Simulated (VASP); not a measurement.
Runs of VASP 6.6.1 on Na. The structure is that of space group Im-3m (No. 229), or close to it. The cells are those of the table. 

| task | cell | cutoff (eV) | smearing | gap on the mesh (eV) | pressure (GPa) | relaxed volume (Å³/atom) |
| --- | --- | --- | --- | --- | --- | --- |
| relaxation of cell and atoms | relaxed from a = 3.510 Å, angles 109.5°, 1 atom | 600 | fermi-dirac 0.15 eV | none | 0.0 | (a) |
| single point | a = 3.510 Å, angles 109.5°, 1 atom | 520 | gaussian 0.1 eV | none | 0.0 | - |
| relaxation of cell and atoms | relaxed from a = 3.510 Å, angles 109.5°, 1 atom | 600 | gaussian 0.1 eV | none | 0.0 | 33.25 |
| relaxation of cell and atoms | relaxed from a = 3.668 Å, angles 109.5°, 1 atom | 600 | gaussian 0.1 eV | none | 0.0 | 33.14 |
| single point | a = 3.515 Å, angles 109.5°, 1 atom | 520 | fermi-dirac 0.15 eV | none | -0.2 | - |

Alike in all rows: level LDA; potentials or basis VASP PAW LDA potentials, release 64 (Na_pv); no spin polarisation; k mesh 20 × 20 × 20.

Estimate the missing entries.

(a) 33.32.

Caveats: the volume moved by -13 % from the deposited cell, more than functionals usually miss (some runs).

A gap of «none» marks levels without a gap at the run's occupations.
